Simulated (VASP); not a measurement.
# Zn23S24 (a cell with a defect) in VASP: electric field gradients with PBE

Aim: the electric field gradients of Zn23S24 (a cell with a defect) with PBE.

Program: VASP 6.6.1. These are calculated values, not measurements. Logs are shortened: lines on timing, memory, paths and dates and some standing lists are left out, and cuts for length are marked.

**1. The cell of the first run**

The cell holds a defect, 47 atoms: a = 7.624 Å, b = 7.624 Å, c = 18.690 Å, α = 90.00°, β = 90.00°, γ = 120.00°.

**2. Electric field gradients, PBE**

INCAR

```
PREC     = Accurate       # precision mode
ENCUT    = 520            # plane-wave cutoff, eV
EDIFF    = 1E-8           # SCF threshold, eV
ISMEAR   = -1             # smearing method
SIGMA    = 0.1            # smearing width, eV
LREAL    = Auto         
LASPH    = True           # aspherical terms in the spheres
NELM     = 60             # most SCF steps
ALGO     = Normal         # electronic algorithm
ISIF     = 2              # what is computed and relaxed
LWAVE    = False          # write WAVECAR
LCHARG   = False          # write CHGCAR
GGA      = PE             # functional
LEFG     = True         
NELECT   = 422.0        
NBANDS   = 239            # bands
LUSENCCL = False
```

KPOINTS

```
Automatic mesh
0
Gamma
  3 3 1
```

POSCAR

```
Zn23S24
1.0
    7.6240000000      0.0000000000      0.0000000000
   -3.8120000000      6.6025776784      0.0000000000
    0.0000000000      0.0000000000     18.6899900000
Zn S
23 24
Direct
    0.0000000000      0.5000000000      0.0000000000
    0.5000000000      0.0000000000      0.0000000000
    0.5000000000      0.5000000000      0.0000000000
    0.0000000000      0.0000000000      0.5000000000
    0.0000000000      0.5000000000      0.5000000000
    0.5000000000      0.0000000000      0.5000000000
    0.5000000000      0.5000000000      0.5000000000
    0.1666666666      0.3333333334      0.1666700000
    0.1666666666      0.8333333334      0.1666700000
    0.6666666666      0.3333333334      0.1666700000
    0.6666666666      0.8333333334      0.1666700000
    0.3333333334      0.1666666666      0.6666700000
    0.3333333334      0.6666666666      0.6666700000
    0.8333333334      0.1666666666      0.6666700000
    0.8333333334      0.6666666666      0.6666700000
    0.3333333334      0.1666666666      0.3333300000
    0.3333333334      0.6666666666      0.3333300000
    0.8333333334      0.1666666666      0.3333300000
    0.8333333334      0.6666666666      0.3333300000
    0.1666666666      0.3333333334      0.8333300000
    0.1666666666      0.8333333334      0.8333300000
    0.6666666666      0.3333333334      0.8333300000
    0.6666666666      0.8333333334      0.8333300000
    0.0000000000      0.0000000000      0.1250000000
    0.0000000000      0.5000000000      0.1250000000
    0.5000000000      0.0000000000      0.1250000000
    0.5000000000      0.5000000000      0.1250000000
    0.0000000000      0.0000000000      0.6250000000
    0.0000000000      0.5000000000      0.6250000000
    0.5000000000      0.0000000000      0.6250000000
    0.5000000000      0.5000000000      0.6250000000
    0.1666666666      0.3333333334      0.2916700000
    0.1666666666      0.8333333334      0.2916700000
    0.6666666666      0.3333333334      0.2916700000
    0.6666666666      0.8333333334      0.2916700000
    0.3333333334      0.1666666666      0.7916700000
    0.3333333334      0.6666666666      0.7916700000
    0.8333333334      0.1666666666      0.7916700000
    0.8333333334      0.6666666666      0.7916700000
    0.3333333334      0.1666666666      0.4583300000
    0.3333333334      0.6666666666      0.4583300000
    0.8333333334      0.1666666666      0.4583300000
    0.8333333334      0.6666666666      0.4583300000
    0.1666666666      0.3333333334      0.9583300000
    0.1666666666      0.8333333334      0.9583300000
    0.6666666666      0.3333333334      0.9583300000
    0.6666666666      0.8333333334      0.9583300000
```

Potentials or basis: VASP PAW PBE potentials, release 64 (Zn, S).

Started as:

```bash
> cat potpaw_PBE.64/Zn/POTCAR potpaw_PBE.64/S/POTCAR > POTCAR
> mpirun -np 1 vasp_std > vasp.out
```

OUTCAR:

```text
PREC = Accurate
   ENCUT = 520
   EDIFF = 1E-8
   ISMEAR = -1
   LREAL = Auto
   LASPH = True
   NELM = 60
   ISIF = 2
   GGA = PE
   NELECT = 422.0

 ion  position               nearest neighbor table
   1  0.000  0.500  0.000-  44 2.33  45 2.33  46 2.33  25 2.34
   2  0.500  0.000  0.000-  47 2.33  46 2.33  45 2.33  26 2.34
   3  0.500  0.500  0.000-  46 2.33  47 2.33  44 2.33  27 2.34
   4  0.000  0.000  0.500-  42 2.33  43 2.33  40 2.33  28 2.34
   5  0.000  0.500  0.500-  43 2.33  42 2.33  41 2.33  29 2.34
   6  0.500  0.000  0.500-  40 2.33  41 2.33  42 2.33  30 2.34
[... 35 lines left out ...]
  42  0.833  0.167  0.458-   4 2.33   5 2.33   6 2.33  18 2.34
  43  0.833  0.667  0.458-   5 2.33   4 2.33   7 2.33  19 2.34
  44  0.167  0.333  0.958-   1 2.33   3 2.33  20 2.34
  45  0.167  0.833  0.958-   1 2.33   2 2.33  21 2.34
  46  0.667  0.333  0.958-   3 2.33   2 2.33   1 2.33  22 2.34
  47  0.667  0.833  0.958-   2 2.33   3 2.33  23 2.34

  LATTYP: Found a hexagonal cell.
 ALAT       =     7.6240000000
 C/A-ratio  =     2.4514677335

  Lattice vectors:

 A1 = (   7.6240000000,   0.0000000000,   0.0000000000)
 A2 = (  -3.8120000000,   6.6025776784,   0.0000000000)
 A3 = (   0.0000000000,   0.0000000000,  18.6899900000)

Analysis of symmetry for initial positions (statically):
=====================================================================
 Subroutine PRICEL returns:
 Original cell was already a primitive cell.

 Routine SETGRP: Setting up the symmetry group for a
 hexagonal supercell.

 Subroutine GETGRP returns: Found  6 space group operations
 (whereof  6 operations were pure point group operations)
 out of a pool of 24 trial point group operations.

The static configuration has the point symmetry C_3v.

Analysis of symmetry for dynamics (positions and initial velocities):
=====================================================================
 Subroutine PRICEL returns:
 Original cell was already a primitive cell.

 Routine SETGRP: Setting up the symmetry group for a
 hexagonal supercell.

 Subroutine GETGRP returns: Found  6 space group operations
 (whereof  6 operations were pure point group operations)
 out of a pool of 24 trial point group operations.

The dynamic configuration has the point symmetry C_3v.

 Subroutine INISYM returns: Found  6 space group operations
 (whereof  6 operations are pure point group operations),
 and found     1 'primitive' translations

----------------------------------------------------------------------------------------

                                     Primitive cell

  volume of cell :     940.8177

  direct lattice vectors                    reciprocal lattice vectors
     7.624000000  0.000000000  0.000000000     0.131164743  0.075728000 -0.000000000
    -3.812000000  6.602577678  0.000000000     0.000000000  0.151455999  0.000000000
     0.000000000  0.000000000 18.689990000     0.000000000 -0.000000000  0.053504577

  length of vectors
     7.624000000  7.624000000 18.689990000     0.151455999  0.151455999  0.053504577

  position of ions in fractional coordinates (direct lattice)
     0.000000000  0.500000000  0.000000000
     0.500000000  0.000000000  0.000000000
     0.500000000  0.500000000  0.000000000
     0.000000000  0.000000000  0.500000000
     0.000000000  0.500000000  0.500000000
     0.500000000  0.000000000  0.500000000
[... 39 lines left out ...]
     0.666666667  0.333333333  0.958330000
     0.666666667  0.833333333  0.958330000

  ion indices of the primitive-cell ions
   primitive index   ion index
                 1           1
                 2           2
                 3           3
                 4           4
                 5           5
                 6           6
[... 39 lines left out ...]
                46          46
                47          47

[... 58 lines left out ...]
   TEBEG  =    0.0;   TEEND  =   0.0 temperature during run
   PSTRESS=    0.0 pullay stress
   NELECT =     422.0000    total number of electrons
   NUPDOWN=      -1.0000    fix difference up-down
   EMIN   =  10.00;   EMAX   =-10.00  energy-range for DOS
   EFERMI =   0.00;   METHOD = LEGACY
   ISMEAR =    -1;   SIGMA  =   0.10  broadening in eV -4-tet -1-fermi 0-gaus
   EFERMI_NEDOS =   21; number of points for ismear=-14 and -15
   IALGO  =     38    algorithm
   IMIX   =      4    mixing-type and parameters
     AMIX     =   0.40;   BMIX     =  1.00
     AMIX_MAG =   1.60;   BMIX_MAG =  1.00
  volume/ion in A,a.u.               =      20.02       135.08
  Fermi-wavevector in a.u.,A,eV,Ry     =   1.253171  2.368151 21.367115  1.570439
  Thomas-Fermi vector in A             =   2.387037
   LORBIT       =      0    0 simple, 1 ext, 2 COOP (PROOUT), +10 PAW based schemes
   GGA     = PE    functional components
   LHFCALC =     F    Hartree Fock is set to
   AEXX    =    0.0000 exact exchange contribution
   IVDW    =     0    specifies the selected vdW correction
   LEPSILON=     F    determine dielectric tensor
   LRPA    =     F    only Hartree local field effects (RPA)
 non-spin polarized calculation
  energy-cutoff  :      520.00
  volume of cell :      940.82
 maximum number of plane-waves:     25428
 NGX is ok and might be reduce to    60
   NGX = 29   NGY = 29   NGZ = 69

 number of electron     422.0000275 magnetization

 Free energy of the ion-electron system (eV)
  ---------------------------------------------------
  ext. energy  EPLUGINS =         0.00000000
  ---------------------------------------------------
  free energy    TOTEN  =      -153.79979579 eV

  energy without entropy =     -153.75922723  energy(sigma->0) =     -153.77951151

 E-fermi :   3.8634     XC(G=0):  -9.5976

 val. band max:        3.6173446587   @ k =   0.0000   0.0000   0.0000
 cond. band min:       3.9529042451   @ k =   0.0000   0.0000   0.0000
 fundamental gap:      0.3355595864
 Fermi energy:         3.8633996354

 k-point     1 :       0.0000    0.0000    0.0000
  band No.  band energies     occupation
      1     -11.8091      2.00000
      2     -11.3775      2.00000
      3     -11.0707      2.00000
      4     -10.9718      2.00000
      5     -10.9718      2.00000
      6     -10.9562      2.00000
[... 667 lines left out ...]
    222       6.4359      0.00000
    223       6.4379      0.00000
 [bands above 223 left out]

------------------------ aborting loop because EDIFF is reached ----------------------------------------

  FORCE on cell =-STRESS in cart. coord.  units (eV):
  Direction    XX          YY          ZZ          XY          YZ          ZX
  --------------------------------------------------------------------------------------
  -------------------------------------------------------------------------------------
  Total       28.3351656     28.3351656     26.3590479     -0.0000000      0.0000000      0.0000000
  in kB       48.2537269     48.2537269     44.8884723     -0.0000000      0.0000000      0.0000000
  external PRESSURE =      47.1319754 kB  Pullay stress =       0.0000000 kB

 VOLUME and BASIS-vectors are now :
 -----------------------------------------------------------------------------
  energy-cutoff  :      520.00
  volume of cell :      940.82
      direct lattice vectors                 reciprocal lattice vectors
     7.624000000  0.000000000  0.000000000     0.131164743  0.075728000 -0.000000000
    -3.812000000  6.602577678  0.000000000     0.000000000  0.151455999  0.000000000
     0.000000000  0.000000000 18.689990000     0.000000000 -0.000000000  0.053504577

 POSITION                                       TOTAL-FORCE (eV/Angst)
 -----------------------------------------------------------------------------------
     -1.90600      3.30129      0.00000         0.584667      0.337558     -0.776709
      3.81200      0.00000      0.00000         0.000000     -0.675115     -0.776709
      1.90600      3.30129      0.00000        -0.584667      0.337558     -0.776709
      0.00000      0.00000      9.34500         0.000000      0.000000      0.103192
     -1.90600      3.30129      9.34500         0.013680      0.007898      0.128508
      3.81200      0.00000      9.34500        -0.000000     -0.015796      0.128508
[... 39 lines left out ...]
      3.81200      2.20086     17.91118         0.000000      0.000000     -0.085061
      1.90600      5.50215     17.91118         0.293065      0.169201     -0.217102
 -----------------------------------------------------------------------------------
    total drift:                               -0.000003     -0.000005      0.003816

  FREE ENERGIE OF THE ION-ELECTRON SYSTEM (eV)
  ---------------------------------------------------
  free  energy   TOTEN  =      -153.7997957922 eV

  energy  without entropy=     -153.7592272298  energy(sigma->0) =     -153.77951151

 Electric field gradients (V/A^2)
---------------------------------------------------------------------
 ion       V_xx      V_yy      V_zz      V_xy      V_xz      V_yz
---------------------------------------------------------------------
   1      -6.285   -13.937    20.222     6.622     8.859     5.115
   2     -17.759    -2.463    20.222    -0.002    -0.000   -10.229
   3      -6.286   -13.934    20.220    -6.623    -8.859     5.115
   4       2.291     2.290    -4.580    -0.001     0.000    -0.000
   5       2.389     2.835    -5.223    -0.388     0.326     0.188
   6       3.059     2.165    -5.223    -0.001     0.000    -0.376
[... 39 lines left out ...]
  46     -15.103   -15.103    30.206    -0.000    -0.000     0.000
  47     -61.950     2.764    59.186   -56.045   -33.218   -19.178
---------------------------------------------------------------------

 Electric field gradients after diagonalization (V/A^2)
 (convention: |V_zz| > |V_xx| > |V_yy|)
----------------------------------------------------------------------
 ion       V_xx      V_yy      V_zz     asymmetry (V_yy - V_xx)/ V_zz
----------------------------------------------------------------------
   1     -17.759    -6.394    24.153       0.471
   2     -17.759    -6.394    24.153       0.471
   3     -17.758    -6.394    24.152       0.471
   4       2.291     2.289    -4.580       0.000
   5       3.059     2.184    -5.243       0.167
   6       3.059     2.184    -5.243       0.167
[... 39 lines left out ...]
  46     -15.104   -15.103    30.206       0.000
  47      68.237    35.122  -103.359       0.320
----------------------------------------------------------------------

           NMR quadrupolar parameters

 Cq : quadrupolar parameter    Cq=e*Q*V_zz/h
 eta: asymmetry parameters     (V_yy - V_xx)/ V_zz
 Q  : nuclear electric quadrupole moment in mb (millibarn)
----------------------------------------------------------------------
 ion       Cq(MHz)       eta       Q (mb)
----------------------------------------------------------------------
   1       0.058       0.471       1.000
   2       0.058       0.471       1.000
   3       0.058       0.471       1.000
   4      -0.011       0.000       1.000
   5      -0.013       0.167       1.000
   6      -0.013       0.167       1.000
[... 39 lines left out ...]
  46       0.073       0.000       1.000
  47      -0.250       0.320       1.000
----------------------------------------------------------------------
```

Run time: 1.9 min. Hardware: 1 × NVIDIA H100 80GB with 1 thread of AMD EPYC 7R13 (Zen 3), shared host; peak memory 2 GiB.

Results:

| Item | Value |
| --- | --- |
| Free energy | -153.7998 eV |
| Largest force | 1.128 eV/Å |
| Largest electric field gradient by atom | Zn +24.2, -4.6, -5.2, -21.1, +17.2, -12.8, -17.0, +7.5, +9.7, -24.2, -10.2 (each value once); S -77.4, +11.1, +3.8, +3.6, -18.6, -12.3, +16.4, +16.7, -7.8, -10.5, -103.4, +30.2 (each value once) V/Å² |

Forces in eV/Å, atoms in the order of the input:
```
Zn   0.585  0.338 -0.777
Zn   0.000 -0.675 -0.777
Zn  -0.585  0.338 -0.777
Zn   0.000  0.000  0.103
Zn   0.014  0.008  0.129
Zn   0.000 -0.016  0.129
Zn  -0.014  0.008  0.129
Zn   0.000 -0.626 -0.633
Zn  -0.543  0.313 -0.633
Zn   0.000  0.000 -0.463
Zn   0.543  0.313 -0.633
Zn   0.028  0.016  0.490
Zn   0.000  0.000  0.619
Zn  -0.028  0.016  0.490
Zn   0.000 -0.033  0.490
Zn  -0.051 -0.030 -0.248
Zn   0.000  0.000 -0.199
Zn   0.051 -0.030 -0.248
Zn   0.000  0.059 -0.248
Zn   0.000  0.151  1.118
Zn   0.131 -0.075  1.118
Zn   0.000  0.000  0.446
Zn  -0.131 -0.075  1.118
S    0.000  0.000  0.334
S   -0.028 -0.016  0.475
S    0.000  0.032  0.475
S    0.028 -0.016  0.475
S    0.000  0.000 -0.230
S   -0.017 -0.010 -0.291
S    0.000  0.020 -0.291
S    0.017 -0.010 -0.291
S    0.000  0.122  0.474
S    0.106 -0.061  0.474
S    0.000  0.000  0.340
S   -0.106 -0.061  0.474
S    0.031  0.018 -0.565
S    0.000  0.000 -0.921
S   -0.031  0.018 -0.565
S    0.000 -0.035 -0.565
S    0.002  0.001  0.032
S    0.000  0.000  0.096
S   -0.002  0.001  0.032
S    0.000 -0.002  0.032
S    0.000 -0.338 -0.217
S   -0.293  0.169 -0.217
S    0.000  0.000 -0.085
S    0.293  0.169 -0.217
```

Electric field gradients, principal values (V/Å²):
| atom | least | middle | greatest (by size) |
| --- | --- | --- | --- |
| 1 Zn | -6.394 | -17.759 | 24.153 |
| 2 Zn | -6.394 | -17.759 | 24.153 |
| 3 Zn | -6.394 | -17.758 | 24.152 |
| 4 Zn | 2.289 | 2.291 | -4.580 |
| 5 Zn | 2.184 | 3.059 | -5.243 |
| 6 Zn | 2.184 | 3.059 | -5.243 |
| 7 Zn | 2.185 | 3.058 | -5.243 |
| 8 Zn | 0.626 | 20.484 | -21.110 |
| 9 Zn | 0.625 | 20.484 | -21.108 |
| 10 Zn | -8.622 | -8.624 | 17.246 |
| 11 Zn | 0.626 | 20.484 | -21.110 |
| 12 Zn | 5.865 | 6.901 | -12.767 |
| 13 Zn | 8.506 | 8.508 | -17.014 |
| 14 Zn | 5.864 | 6.903 | -12.767 |
| 15 Zn | 5.865 | 6.901 | -12.767 |
| 16 Zn | -2.773 | -4.692 | 7.465 |
| 17 Zn | -4.864 | -4.866 | 9.729 |
| 18 Zn | -2.771 | -4.693 | 7.465 |
| 19 Zn | -2.773 | -4.692 | 7.465 |
| 20 Zn | 8.326 | 15.913 | -24.239 |
| 21 Zn | 8.328 | 15.911 | -24.239 |
| 22 Zn | 5.108 | 5.109 | -10.217 |
| 23 Zn | 8.326 | 15.913 | -24.239 |
| 24 S | 38.713 | 38.714 | -77.427 |
| 25 S | -4.848 | -6.243 | 11.092 |
| 26 S | -4.848 | -6.243 | 11.092 |
| 27 S | -4.849 | -6.243 | 11.093 |
| 28 S | -1.891 | -1.892 | 3.783 |
| 29 S | -0.623 | -2.958 | 3.581 |
| 30 S | -0.623 | -2.958 | 3.581 |
| 31 S | -0.624 | -2.957 | 3.581 |
| 32 S | 8.283 | 10.307 | -18.590 |
| 33 S | 8.284 | 10.306 | -18.590 |
| 34 S | 6.160 | 6.161 | -12.322 |
| 35 S | 8.283 | 10.307 | -18.590 |
| 36 S | -4.868 | -11.578 | 16.445 |
| 37 S | -8.362 | -8.363 | 16.724 |
| 38 S | -4.867 | -11.578 | 16.445 |
| 39 S | -4.868 | -11.578 | 16.445 |
| 40 S | 3.440 | 4.360 | -7.801 |
| 41 S | 5.231 | 5.232 | -10.463 |
| 42 S | 3.440 | 4.361 | -7.801 |
| 43 S | 3.440 | 4.360 | -7.801 |
| 44 S | 35.122 | 68.237 | -103.359 |
| 45 S | 35.121 | 68.237 | -103.359 |
| 46 S | -15.103 | -15.104 | 30.206 |
| 47 S | 35.122 | 68.237 | -103.359 |

Caveat: the cell carries a net charge on a neutralising background, which shifts energy and pressure; the cell is charged against a uniform background, so pressure and absolute levels hang on convention; without QUAD_EFG the Cq values of the log hold for a quadrupole moment of 1 mb, not for the nuclei.
